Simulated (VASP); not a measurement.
# SnTe (Fm-3m) in VASP: further runs, part 2 of 3

VASP 6.6.1. Earlier steps stand in the parts before.

### 4 Electric field gradients, LDA (volume scaled by 0.98)

INCAR reads:

```
PREC = Accurate
ENCUT = 520
EDIFF = 1E-8
ISMEAR = -1
SIGMA = 0.08
LREAL = F
LASPH = T
NELM = 60
ALGO = Normal
ISIF = 2
LWAVE = F
LCHARG = F
LEFG = T
NBANDS = 17
```

KPOINTS reads:

```
regular mesh
0
Gamma
  11 11 11
```

POSCAR reads:

```
SnTe
1.0
    0.0000000000      3.1353147979      3.1353147979
    3.1353147979      0.0000000000      3.1353147979
    3.1353147979      3.1353147979      0.0000000000
Sn Te
1 1
Direct
    0.0000000000      0.0000000000      0.0000000000
    0.5000000000      0.5000000000      0.5000000000
```

Potentials or basis: VASP PAW LDA potentials, release 64 (Sn_d, Te).

On the command line:

```sh
$ cat potpaw_LDA.64/Sn_d/POTCAR potpaw_LDA.64/Te/POTCAR > POTCAR
$ mpirun -np 1 vasp_std > vasp.out
```

OUTCAR:

```text
PREC = Accurate
   ENCUT = 520
   EDIFF = 1E-8
   ISMEAR = -1
   LREAL = F
   LASPH = T
   NELM = 60
   ISIF = 2

 ion  position               nearest neighbor table
   1  0.000  0.000  0.000-   2 3.14   2 3.14   2 3.14   2 3.14   2 3.14   2 3.14
   2  0.500  0.500  0.500-   1 3.14   1 3.14   1 3.14   1 3.14   1 3.14   1 3.14

  LATTYP: Found a face centered cubic cell.
 ALAT       =     6.2706295958

  Lattice vectors:

 A1 = (   0.0000000000,   3.1353147979,   3.1353147979)
 A2 = (   3.1353147979,   0.0000000000,   3.1353147979)
 A3 = (   3.1353147979,   3.1353147979,   0.0000000000)

Analysis of symmetry for initial positions (statically):
=====================================================================
 Subroutine PRICEL returns:
 Original cell was already a primitive cell.

 Routine SETGRP: Setting up the symmetry group for a
 face centered cubic supercell.

 Subroutine GETGRP returns: Found 48 space group operations
 (whereof 48 operations were pure point group operations)
 out of a pool of 48 trial point group operations.

The static configuration has the point symmetry O_h .

Analysis of symmetry for dynamics (positions and initial velocities):
=====================================================================
 Subroutine PRICEL returns:
 Original cell was already a primitive cell.

 Routine SETGRP: Setting up the symmetry group for a
 face centered cubic supercell.

 Subroutine GETGRP returns: Found 48 space group operations
 (whereof 48 operations were pure point group operations)
 out of a pool of 48 trial point group operations.

The dynamic configuration has the point symmetry O_h .

 Subroutine INISYM returns: Found 48 space group operations
 (whereof 48 operations are pure point group operations),
 and found     1 'primitive' translations

----------------------------------------------------------------------------------------

                                     Primitive cell

  volume of cell :      61.6415

  direct lattice vectors                    reciprocal lattice vectors
     0.000000000  3.135314798  3.135314798    -0.159473620  0.159473620  0.159473620
     3.135314798  0.000000000  3.135314798     0.159473620 -0.159473620  0.159473620
     3.135314798  3.135314798  0.000000000     0.159473620  0.159473620 -0.159473620

  length of vectors
     4.434004709  4.434004709  4.434004709     0.276216412  0.276216412  0.276216412

  position of ions in fractional coordinates (direct lattice)
     0.000000000  0.000000000  0.000000000
     0.500000000  0.500000000  0.500000000

  ion indices of the primitive-cell ions
   primitive index   ion index
                 1           1
                 2           2

----------------------------------------------------------------------------------------

 KPOINTS: regular mesh

Automatic generation of k-mesh.
 Grid dimensions read from file:
 generate k-points for:   11   11   11
[... 70 lines left out ...]
   ISIF   =      2    stress and relaxation
   ISYM   =      2    0-nonsym 1-usesym 2-fastsym
   POTIM  = 0.5000    time-step for ionic-motion
   TEBEG  =    0.0;   TEEND  =   0.0 temperature during run
   PSTRESS=    0.0 pullay stress
   NELECT =      20.0000    total number of electrons
   NUPDOWN=      -1.0000    fix difference up-down
   EMIN   =  10.00;   EMAX   =-10.00  energy-range for DOS
   EFERMI =   0.00;   METHOD = LEGACY
   ISMEAR =    -1;   SIGMA  =   0.08  broadening in eV -4-tet -1-fermi 0-gaus
   EFERMI_NEDOS =   21; number of points for ismear=-14 and -15
   IALGO  =     38    algorithm
   IMIX   =      4    mixing-type and parameters
     AMIX     =   0.40;   BMIX     =  1.00
     AMIX_MAG =   1.60;   BMIX_MAG =  1.00
  volume/ion in A,a.u.               =      30.82       207.99
  Fermi-wavevector in a.u.,A,eV,Ry     =   1.124934  2.125817 17.217851  1.265476
  Thomas-Fermi vector in A             =   2.261608
   LORBIT       =      0    0 simple, 1 ext, 2 COOP (PROOUT), +10 PAW based schemes
   GGA     = CA    functional components
   LHFCALC =     F    Hartree Fock is set to
   AEXX    =    0.0000 exact exchange contribution
   IVDW    =     0    specifies the selected vdW correction
   LEPSILON=     F    determine dielectric tensor
   LRPA    =     F    only Hartree local field effects (RPA)
 non-spin polarized calculation
  energy-cutoff  :      520.00
  volume of cell :       61.64
 maximum number of plane-waves:      1679
 NGX is ok and might be reduce to    36
   NGX = 17   NGY = 17   NGZ = 17

 number of electron      19.9999997 magnetization

 Free energy of the ion-electron system (eV)
  ---------------------------------------------------
  ext. energy  EPLUGINS =         0.00000000
  ---------------------------------------------------
  free energy    TOTEN  =        -8.83124368 eV

  energy without entropy =       -8.82930866  energy(sigma->0) =       -8.83027617

 E-fermi :   6.9108     XC(G=0):  -9.8040

 val. band max:        6.7383179781   @ k =   0.4545   0.0000   0.0000
 cond. band min:       7.1777089710   @ k =   0.4545   0.0000   0.0000
 fundamental gap:      0.4393909929
 Fermi energy:         6.9107553522

 k-point     1 :       0.0000    0.0000    0.0000
  band No.  band energies     occupation
      1     -14.8722      2.00000
      2     -14.8722      2.00000
      3     -14.8622      2.00000
      4     -14.8622      2.00000
      5     -14.8622      2.00000
      6      -6.0036      2.00000
[... 457 lines left out ...]
      4     -14.8586      2.00000
      5     -14.8571      2.00000
      6      -5.2959      2.00000
[... 9 lines left out ...]
     16      14.8097      0.00000
     17      14.9696      0.00000

 [... further k-points ...]

------------------------ aborting loop because EDIFF is reached ----------------------------------------

  FORCE on cell =-STRESS in cart. coord.  units (eV):
  Direction    XX          YY          ZZ          XY          YZ          ZX
  --------------------------------------------------------------------------------------
  -------------------------------------------------------------------------------------
  Total       -0.2930361     -0.2930361     -0.2930361     -0.0000000     -0.0000000     -0.0000000
  in kB       -7.6165485     -7.6165485     -7.6165485     -0.0000000     -0.0000000     -0.0000000
  external PRESSURE =      -7.6165485 kB  Pullay stress =       0.0000000 kB

 VOLUME and BASIS-vectors are now :
 -----------------------------------------------------------------------------
  energy-cutoff  :      520.00
  volume of cell :       61.64
      direct lattice vectors                 reciprocal lattice vectors
     0.000000000  3.135314798  3.135314798    -0.159473620  0.159473620  0.159473620
     3.135314798  0.000000000  3.135314798     0.159473620 -0.159473620  0.159473620
     3.135314798  3.135314798  0.000000000     0.159473620  0.159473620 -0.159473620

 POSITION                                       TOTAL-FORCE (eV/Angst)
 -----------------------------------------------------------------------------------
      0.00000      0.00000      0.00000        -0.000000      0.000000      0.000000
      3.13531      3.13531      3.13531         0.000000      0.000000     -0.000000
 -----------------------------------------------------------------------------------
    total drift:                               -0.000000      0.000000      0.000000

  FREE ENERGIE OF THE ION-ELECTRON SYSTEM (eV)
  ---------------------------------------------------
  free  energy   TOTEN  =        -8.8312436755 eV

  energy  without entropy=       -8.8293086578  energy(sigma->0) =       -8.83027617

 Electric field gradients (V/A^2)
---------------------------------------------------------------------
 ion       V_xx      V_yy      V_zz      V_xy      V_xz      V_yz
---------------------------------------------------------------------
   1      -0.000    -0.000    -0.000    -0.002    -0.002    -0.002
   2       0.000     0.000     0.000     0.000     0.000     0.000
---------------------------------------------------------------------

 Electric field gradients after diagonalization (V/A^2)
 (convention: |V_zz| > |V_xx| > |V_yy|)
----------------------------------------------------------------------
 ion       V_xx      V_yy      V_zz     asymmetry (V_yy - V_xx)/ V_zz
----------------------------------------------------------------------
   1       0.002     0.002    -0.004       0.000
   2      -0.000    -0.000     0.000       0.000
----------------------------------------------------------------------

           NMR quadrupolar parameters

 Cq : quadrupolar parameter    Cq=e*Q*V_zz/h
 eta: asymmetry parameters     (V_yy - V_xx)/ V_zz
 Q  : nuclear electric quadrupole moment in mb (millibarn)
----------------------------------------------------------------------
 ion       Cq(MHz)       eta       Q (mb)
----------------------------------------------------------------------
   1      -0.000       0.000       1.000
   2       0.000       0.000       1.000
----------------------------------------------------------------------
```

OSZICAR:

```text
N       E                     dE             d eps       ncg     rms          rms(c)
DAV:   1     0.126008518880E+03    0.12601E+03   -0.94891E+03  1921   0.136E+03
DAV:   2     0.309050216707E+01   -0.12292E+03   -0.11968E+03  2011   0.335E+02
DAV:   3    -0.854903488758E+01   -0.11640E+02   -0.11539E+02  2476   0.907E+01
DAV:   4    -0.887881911230E+01   -0.32978E+00   -0.32954E+00  2229   0.158E+01
DAV:   5    -0.889206679265E+01   -0.13248E-01   -0.13247E-01  2751   0.310E+00    0.474E+00
DAV:   6    -0.883649866463E+01    0.55568E-01   -0.11275E-01  2719   0.234E+00    0.300E+00
DAV:   7    -0.883216297831E+01    0.43357E-02   -0.41253E-02  2496   0.102E+00    0.729E-01
DAV:   8    -0.883124077519E+01    0.92220E-03   -0.65291E-03  2439   0.635E-01    0.145E-01
DAV:   9    -0.883126474903E+01   -0.23974E-04   -0.62490E-04  2660   0.213E-01    0.468E-02
DAV:  10    -0.883124479104E+01    0.19958E-04   -0.63677E-05  2519   0.657E-02    0.256E-02
DAV:  11    -0.883124413192E+01    0.65912E-06   -0.29919E-05  2512   0.403E-02    0.208E-02
DAV:  12    -0.883124374059E+01    0.39133E-06   -0.28771E-06  2412   0.118E-02    0.124E-02
DAV:  13    -0.883124371114E+01    0.29447E-07   -0.17901E-07  2326   0.236E-03    0.686E-03
DAV:  14    -0.883124367631E+01    0.34829E-07   -0.90848E-08  2519   0.361E-03    0.277E-03
DAV:  15    -0.883124367552E+01    0.79081E-09   -0.23062E-08  2038   0.754E-04
   1 F= -.88312437E+01 E0= -.88302762E+01  d E =-.193502E-02
```

stdout:

```text
POSCAR found type information on POSCAR SnTe
 POSCAR found :  2 types and       2 ions
 scaLAPACK will be used
 LDA part: xc-table for (Slater(with rela. corr.)+CA(PZ))
 , standard interpolation
 POSCAR, INCAR and KPOINTS ok, starting setup
 FFT: planning ... GRIDC
 FFT: planning ... GRID_SOFT
 FFT: planning ... GRID
 WAVECAR not read
 entering main loop
ion   1

ion   2
```

It took 49 s on 1 thread of Intel Xeon Platinum 8259CL at 2.50GHz (Skylake/Cascade Lake), shared host; peak memory 0.2 GiB.

Results:

| Quantity | Value |
| --- | --- |
| Free energy | -8.8312 eV |
| Pressure | -0.8 GPa |

Levels at points of the mesh, in eV from the Fermi level:
```
           k point  band 6  band 7  band 8  band 9  band 10  band 11  band 12  band 13  band 14  band 15
(0.00, 0.00, 0.00)  -12.91   -4.72   -2.15   -2.15    -2.15     3.33     3.33     3.33     4.76     4.76
```

Caveat: this odd mesh misses L, where the gap lies, so gap, dielectric constants and Born charges aren't listed; without QUAD_EFG the Cq values of the log hold for a quadrupole moment of 1 mb, not for the nuclei; spin-orbit coupling is left out, which moves the levels of the heavy elements.

### 5 Electric field gradients, LDA (volume scaled by 0.98)

INCAR reads:

```
ALGO = Normal
EDIFF = 1E-8
ENCUT = 520
GGA = CA
ISIF = 2
ISMEAR = -1
LASPH = T
LCHARG = F
LEFG = T
LREAL = F
LWAVE = F
NBANDS = 17
NELM = 80
PREC = Accurate
SIGMA = 0.08
```

KPOINTS reads:

```
k-points
0
Gamma
  11 11 11
```

POSCAR is that of step 4.

Potentials or basis: VASP PAW LDA potentials, release 64 (Sn_d, Te).

On the command line:

```sh
$ cat potpaw_LDA.64/Sn_d/POTCAR potpaw_LDA.64/Te/POTCAR > POTCAR
$ mpirun -np 1 vasp_std > vasp.out
```

OUTCAR:

```text
EDIFF = 1E-8
   ENCUT = 520
   GGA = CA
   ISIF = 2
   ISMEAR = -1
   LASPH = T
   LREAL = F
   NELM = 80
   PREC = Accurate

 ion  position               nearest neighbor table
   1  0.000  0.000  0.000-   2 3.14   2 3.14   2 3.14   2 3.14   2 3.14   2 3.14
   2  0.500  0.500  0.500-   1 3.14   1 3.14   1 3.14   1 3.14   1 3.14   1 3.14

  LATTYP: Found a face centered cubic cell.
 ALAT       =     6.2706295958

  Lattice vectors:

 A1 = (   0.0000000000,   3.1353147979,   3.1353147979)
 A2 = (   3.1353147979,   0.0000000000,   3.1353147979)
 A3 = (   3.1353147979,   3.1353147979,   0.0000000000)

Analysis of symmetry for initial positions (statically):
=====================================================================
 Subroutine PRICEL returns:
 Original cell was already a primitive cell.

 Routine SETGRP: Setting up the symmetry group for a
 face centered cubic supercell.

 Subroutine GETGRP returns: Found 48 space group operations
 (whereof 48 operations were pure point group operations)
 out of a pool of 48 trial point group operations.

The static configuration has the point symmetry O_h .

Analysis of symmetry for dynamics (positions and initial velocities):
=====================================================================
 Subroutine PRICEL returns:
 Original cell was already a primitive cell.

 Routine SETGRP: Setting up the symmetry group for a
 face centered cubic supercell.

 Subroutine GETGRP returns: Found 48 space group operations
 (whereof 48 operations were pure point group operations)
 out of a pool of 48 trial point group operations.

The dynamic configuration has the point symmetry O_h .

[... 157 lines left out ...]
      3     -14.8622      2.00000
      4     -14.8622      2.00000
      5     -14.8622      2.00000
      6      -6.0036      2.00000
[... 457 lines left out ...]
      4     -14.8586      2.00000
      5     -14.8571      2.00000
      6      -5.2959      2.00000
[... 9 lines left out ...]
     16      14.8097      0.00000
     17      14.9696      0.00000

 [... further k-points ...]

------------------------ aborting loop because EDIFF is reached ----------------------------------------

  FORCE on cell =-STRESS in cart. coord.  units (eV):
  Direction    XX          YY          ZZ          XY          YZ          ZX
  --------------------------------------------------------------------------------------
  -------------------------------------------------------------------------------------
  Total       -0.2930361     -0.2930361     -0.2930361     -0.0000000     -0.0000000     -0.0000000
  in kB       -7.6165485     -7.6165485     -7.6165485     -0.0000000     -0.0000000     -0.0000000
  external PRESSURE =      -7.6165485 kB  Pullay stress =       0.0000000 kB

 VOLUME and BASIS-vectors are now :
 -----------------------------------------------------------------------------
  energy-cutoff  :      520.00
  volume of cell :       61.64
      direct lattice vectors                 reciprocal lattice vectors
     0.000000000  3.135314798  3.135314798    -0.159473620  0.159473620  0.159473620
     3.135314798  0.000000000  3.135314798     0.159473620 -0.159473620  0.159473620
     3.135314798  3.135314798  0.000000000     0.159473620  0.159473620 -0.159473620

 POSITION                                       TOTAL-FORCE (eV/Angst)
 -----------------------------------------------------------------------------------
      0.00000      0.00000      0.00000        -0.000000      0.000000      0.000000
      3.13531      3.13531      3.13531         0.000000      0.000000     -0.000000
 -----------------------------------------------------------------------------------
    total drift:                               -0.000000      0.000000      0.000000

  FREE ENERGIE OF THE ION-ELECTRON SYSTEM (eV)
  ---------------------------------------------------
  free  energy   TOTEN  =        -8.8312436755 eV

  energy  without entropy=       -8.8293086578  energy(sigma->0) =       -8.83027617

 Electric field gradients (V/A^2)
---------------------------------------------------------------------
 ion       V_xx      V_yy      V_zz      V_xy      V_xz      V_yz
---------------------------------------------------------------------
   1      -0.000    -0.000    -0.000    -0.002    -0.002    -0.002
   2       0.000     0.000     0.000     0.000     0.000     0.000
---------------------------------------------------------------------

 Electric field gradients after diagonalization (V/A^2)
 (convention: |V_zz| > |V_xx| > |V_yy|)
----------------------------------------------------------------------
 ion       V_xx      V_yy      V_zz     asymmetry (V_yy - V_xx)/ V_zz
----------------------------------------------------------------------
   1       0.002     0.002    -0.004       0.000
   2      -0.000    -0.000     0.000       0.000
----------------------------------------------------------------------

           NMR quadrupolar parameters

 Cq : quadrupolar parameter    Cq=e*Q*V_zz/h
 eta: asymmetry parameters     (V_yy - V_xx)/ V_zz
 Q  : nuclear electric quadrupole moment in mb (millibarn)
----------------------------------------------------------------------
 ion       Cq(MHz)       eta       Q (mb)
----------------------------------------------------------------------
   1      -0.000       0.000       1.000
   2       0.000       0.000       1.000
----------------------------------------------------------------------
```

stdout:

```text
POSCAR found type information on POSCAR SnTe
 POSCAR found :  2 types and       2 ions
 scaLAPACK will be used
 LDA part: xc-table for (Slater(with rela. corr.)+CA(PZ))
 , standard interpolation
 POSCAR, INCAR and KPOINTS ok, starting setup
 FFT: planning ... GRIDC
 FFT: planning ... GRID_SOFT
 FFT: planning ... GRID
 WAVECAR not read
 entering main loop
ion   1

ion   2
```

Run time: 50 s. Hardware: 1 thread of Intel Xeon Platinum 8259CL at 2.50GHz (Skylake/Cascade Lake), shared host; peak memory 0.2 GiB.

What came out:

```yaml
Free_energy: -8.8312 eV
Pressure: -0.8 GPa
```

Caveat: this odd mesh misses L, where the gap lies, so gap, dielectric constants and Born charges aren't listed; without QUAD_EFG the Cq values of the log hold for a quadrupole moment of 1 mb, not for the nuclei; spin-orbit coupling is left out, which moves the levels of the heavy elements.

[end of part 2 of 3]
